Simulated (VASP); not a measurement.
# Hf11Si13 in VASP: further runs, part 2 of 5

VASP 6.6.1. Earlier steps stand in the parts before.

## 3. Single point, PBE

Input file INCAR:

```
PREC = Accurate
ENCUT = 520
EDIFF = 1E-6
ISMEAR = -1
SIGMA = 0.1034
LREAL = Auto
LASPH = T
NELM = 100
ALGO = Normal
ISIF = 2
LWAVE = F
LCHARG = T
GGA = PE
LELF = T
LVHAR = T
ISYM = 0
NBANDS = 99
```

Input file KPOINTS:

```
Automatic mesh
0
Gamma
  1 1 1
  0.25 0.25 0.25
```

Input file POSCAR:

```
Hf11Si13
1.0
    7.7410930000     -0.0769270000      0.2103670000
   -0.0769270000      7.9026600000      0.0117030000
    0.2103670000      0.0117030000      7.8669780000
Si Hf
13 11
Direct
    0.5489436947      0.0043331461      0.7583705777
    0.9349991078      0.3213954685      0.2097379390
    0.7537991882      0.9244560505      0.5220591207
    0.1337846400      0.5438950799      0.6577594246
    0.7191532940      1.0001852007      0.0744875239
    0.8340725320      0.6041386146      0.7660970235
    0.7266026579      0.3449608617      0.6488044967
    0.2781710820      0.2279125506      0.2545048077
    0.0784981822      0.4144309926      0.9303940455
    0.5737054571      0.6223087918      0.1725748342
    0.9342485771      0.1528866357      0.6171785020
   -0.0009014564      0.0880688760      0.9432854606
    0.4960766439      0.5085343084      0.5035418261
    0.4480654037      0.8703053551      0.4430496236
    0.2951606058      0.2464802647      0.6597531340
    0.9165260461      0.7042113330      0.0595459629
    0.0261343105      0.9574039023      0.3182014372
    0.2408176007      0.5463182622      0.3135006048
    0.0970106509      0.8544051711      0.6818053968
    0.8595557499      0.6140258426      0.4260086772
    0.3470433479     -0.0100292260      0.0019283013
    0.6058713930      0.2353413387      0.3513017900
    0.4517219653      0.6554727245      0.7659176889
    0.6307659119      0.3575685752      0.9751391249
```

Potentials or basis: VASP PAW PBE potentials, release 64 (Si, Hf_pv).

Command:

```console
cat potpaw_PBE.64/Si/POTCAR potpaw_PBE.64/Hf_pv/POTCAR > POTCAR
mpirun -np 1 vasp_std > vasp.out
```

OUTCAR:

```text
PREC = Accurate
   ENCUT = 520
   EDIFF = 1E-6
   ISMEAR = -1
   LREAL = Auto
   LASPH = T
   NELM = 100
   ISIF = 2
   GGA = PE
   ISYM = 0

 ion  position               nearest neighbor table
   1  0.549  0.004  0.758-  21 2.41   3 2.47  14 2.84  23 2.84   5 2.88  15 2.90   7 3.10  24 3.34

   2  0.935  0.321  0.210-   9 2.51  22 2.80   8 2.81  12 2.83  20 2.92  18 3.08  24 3.09  17 3.10
                            16 3.25
   3  0.754  0.924  0.522-  11 2.41   1 2.47  14 2.51  17 2.59  20 2.70  19 3.06  22 3.07
   4  0.134  0.544  0.658-   9 2.39  19 2.48   6 2.48  15 2.68  23 2.78  18 2.79  20 2.93  13 3.01
[... 11 lines left out ...]
  11  0.934  0.153  0.617-   7 2.24   3 2.41  12 2.69  19 2.76  17 2.88  15 2.91  22 3.45
  12  0.999  0.088  0.943-   5 2.44   9 2.64  11 2.69   2 2.83  19 2.85  21 2.88  17 3.14  16 3.21
                            15 3.34
  13  0.496  0.509  0.504-  23 2.38   7 2.54  18 2.56  22 2.61  10 2.78  15 2.81  14 2.93  20 2.95
                             4 3.01
  14  0.448  0.870  0.443-   3 2.51   1 2.84  13 2.93  10 3.03  23 3.05  22 3.18  18 3.19  19 3.22
                             8 3.50  17 3.54  15 3.62  21 3.72  20 3.81
  15  0.295  0.246  0.660-   4 2.68  13 2.81   1 2.90  11 2.91   9 2.97   8 3.20  22 3.33  12 3.34
[... 197 lines left out ...]
      4     -25.0995      2.00000
      5     -25.0934      2.00000
      6     -25.0563      2.00000
[... 85 lines left out ...]
     92       7.1824      0.00002
     93       7.3330      0.00000
 [bands above 93 left out]

------------------------ aborting loop because EDIFF is reached ----------------------------------------

  FORCE on cell =-STRESS in cart. coord.  units (eV):
  Direction    XX          YY          ZZ          XY          YZ          ZX
  --------------------------------------------------------------------------------------
  -------------------------------------------------------------------------------------
  Total      -22.8693064    -12.6003863     -2.1978544     -0.5591241      6.1498020     -5.5749428
  in kB      -76.1972170    -41.9826625     -7.3229327     -1.8629205     20.4902495    -18.5749020
  external PRESSURE =     -41.8342707 kB  Pullay stress =       0.0000000 kB

 VOLUME and BASIS-vectors are now :
 -----------------------------------------------------------------------------
  energy-cutoff  :      520.00
  volume of cell :      480.87
      direct lattice vectors                 reciprocal lattice vectors
     7.741093000 -0.076927000  0.210367000     0.129287284  0.001263646 -0.003459088
    -0.076927000  7.902660000  0.011703000     0.001263646  0.126552301 -0.000222051
     0.210367000  0.011703000  7.866978000    -0.003459088 -0.000222051  0.127206441

 POSITION                                       TOTAL-FORCE (eV/Angst)
 -----------------------------------------------------------------------------------
      4.40863      0.00089      6.08161         0.834670      0.628211     -2.132376
      7.25731      2.47041      1.85046         0.320440     -0.043926      0.360381
      5.87394      7.25378      4.27642         0.542084      0.222440      1.192946
      1.13217      4.29562      5.20909         0.066901     -1.106818     -1.397356
      5.58269     -0.05299      0.73728        -0.582777      0.231661      0.692246
      6.57132      4.71910      6.20940        -0.084228     -0.098219     -0.268646
[... 16 lines left out ...]
      3.60752      5.15419      6.12816        -0.109320      0.962836      2.880636
      5.06045      2.78863      7.80828        -0.039383     -0.636556     -0.026042
 -----------------------------------------------------------------------------------
    total drift:                                0.001792     -0.003205      0.002311

  FREE ENERGIE OF THE ION-ELECTRON SYSTEM (eV)
  ---------------------------------------------------
  free  energy   TOTEN  =      -180.1542339980 eV

  energy  without entropy=     -179.5900635908  energy(sigma->0) =     -179.87214879
```

OSZICAR:

```text
N       E                     dE             d eps       ncg     rms          rms(c)
DAV:   1     0.713801945098E+03    0.71380E+03   -0.80320E+04   198   0.149E+03
DAV:   2    -0.133886891662E+03   -0.84769E+03   -0.82014E+03   233   0.355E+02
DAV:   3    -0.188900939239E+03   -0.55014E+02   -0.52970E+02   260   0.594E+01
DAV:   4    -0.190707074960E+03   -0.18061E+01   -0.17537E+01   244   0.105E+01
DAV:   5    -0.190759287952E+03   -0.52213E-01   -0.51494E-01   252   0.162E+00    0.134E+02
DAV:   6    -0.181130002543E+03    0.96293E+01   -0.36972E+01   228   0.138E+01    0.825E+01
DAV:   7    -0.181438915222E+03   -0.30891E+00   -0.19382E+01   244   0.115E+01    0.174E+01
DAV:   8    -0.180322047241E+03    0.11169E+01   -0.69221E+00   252   0.678E+00    0.768E+00
DAV:   9    -0.180185718880E+03    0.13633E+00   -0.12768E+00   244   0.338E+00    0.372E+00
DAV:  10    -0.180157975372E+03    0.27744E-01   -0.27382E-01   236   0.155E+00    0.152E+00
DAV:  11    -0.180155320281E+03    0.26551E-02   -0.50836E-02   236   0.702E-01    0.792E-01
DAV:  12    -0.180154536552E+03    0.78373E-03   -0.11954E-02   244   0.332E-01    0.397E-01
DAV:  13    -0.180154279384E+03    0.25717E-03   -0.27428E-03   244   0.172E-01    0.175E-01
DAV:  14    -0.180154253173E+03    0.26211E-04   -0.46114E-04   252   0.689E-02    0.805E-02
DAV:  15    -0.180154237123E+03    0.16049E-04   -0.10315E-04   236   0.322E-02    0.444E-02
DAV:  16    -0.180154234359E+03    0.27639E-05   -0.22407E-05   244   0.149E-02    0.174E-02
DAV:  17    -0.180154233998E+03    0.36144E-06   -0.31720E-06   164   0.617E-03
   1 F= -.18015423E+03 E0= -.17987215E+03  d E =-.564170E+00
```

stdout:

```text
POSCAR found type information on POSCAR SiHf
 POSCAR found :  2 types and      24 ions
 scaLAPACK will be used
 LDA part: xc-table for (Slater+PW92), standard interpolation
 POSCAR, INCAR and KPOINTS ok, starting setup
 FFT: planning ... GRIDC
 FFT: planning ... GRID_SOFT
 FFT: planning ... GRID
 WAVECAR not read
 entering main loop
```

It took 2.3 min on 1 thread of Intel Xeon Platinum 8259CL at 2.50GHz (Skylake/Cascade Lake), shared host; peak memory 0.47 GiB.

Results:

```yaml
Free_energy: -180.1542 eV
Pressure: -4.2 GPa
Largest_force: 3.039 eV/Å
Band_gap_on_the_k_mesh: 0.09 eV
```

Forces on the atoms (eV/Å):
```
Si   0.835  0.628 -2.132
Si   0.320 -0.044  0.360
Si   0.542  0.222  1.193
Si   0.067 -1.107 -1.397
Si  -0.583  0.232  0.692
Si  -0.084 -0.098 -0.269
Si  -1.199  1.033  0.188
Si  -0.149 -1.249 -0.228
Si   0.345 -0.656  0.164
Si  -0.438  0.478  0.629
Si   0.983 -0.816 -0.381
Si   0.551  0.228  0.039
Si   1.340 -0.114 -1.423
Hf  -1.105 -0.362 -1.141
Hf   0.079 -0.183  0.286
Hf  -0.044 -0.252  0.152
Hf   0.723  1.755 -0.802
Hf  -0.899  0.829 -0.882
Hf  -0.273  1.050  0.544
Hf  -1.034 -0.616  0.170
Hf  -0.989 -0.511  2.094
Hf   1.161 -0.774 -0.710
Hf  -0.109  0.963  2.881
Hf  -0.039 -0.637 -0.026
```

Stress tensor (GPa, compression positive):
```
-7.62 -0.19 -1.86
-0.19 -4.20  2.05
-1.86  2.05 -0.73
```

Levels at points of the mesh, in eV from the valence-band top:
| k point | band 77 | band 78 | band 79 | band 80 | band 81 | band 82 | band 83 | band 84 | band 85 | band 86 |
| --- | --- | --- | --- | --- | --- | --- | --- | --- | --- | --- |
| (0.25, 0.25, 0.25) | -0.59 | -0.35 | -0.30 | -0.11 | 0.00 | 0.09 | 0.23 | 0.43 | 0.52 | 0.61 |

Caveat: the k points lie up to 0.81 Å⁻¹ apart; spin-orbit coupling is left out, which moves the levels of the heavy elements.

(Continued in part 3 of 5.)
